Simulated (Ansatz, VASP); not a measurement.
## ZrSiRu4 in VASP and in Ansatz

```xyz
6
Lattice="4.3353 0.0000 0.0000 -2.1676 3.7544 0.0000 0.0000 0.0000 5.6504" Properties=species:S:1:pos:R:3 pbc="T T T"
Zr    0.0000    0.0000    2.8252
Si    0.0000    0.0000    0.0000
Ru    0.0000    2.5030    4.4050
Ru    0.0000    2.5030    1.2454
Ru    2.1676    1.2515    4.4050
Ru    2.1676    1.2515    1.2454
```

Change from the starting cell: species swapped into the TiCrB4 type (P6/mmm, No. 191).

Alike in both runs: functional PBE; k mesh 12 × 12 × 8; occupations gaussian, width 0.1 eV; no spin polarisation.

Ansatz relaxed the structure, and its values are those at the end. VASP's run is a single point on that final structure, the one shown.

|  | VASP | Ansatz |
| --- | --- | --- |
| version | VASP 6.6.1 | Ansatz 0.2.0 |
| potentials or method | VASP PAW PBE potentials, release 64 (Zr_sv, Si, Ru_pv), cutoff 520 eV | scalar-relativistic, plane waves, PAW |
| valence electrons in the cell | 72 | 80 |

Ansatz gave:

| Quantity | Value |
| --- | --- |
| gap on the k mesh at the Fermi level (eV) | none |
| pressure (GPa) | 0.0 |
| rms of the force components (eV/Å) | 0.000 |

Task: Which values does VASP return?

Result: gap on the k mesh at the Fermi level (eV): none; pressure (GPa): 0.1; rms of the force components (eV/Å): 0.007.

A gap of «none» marks a metal or a gap that the smearing closes. VASP's potentials hold 72 valence electrons a cell and Ansatz's 80, so a difference there can come from the potentials and not from the codes.
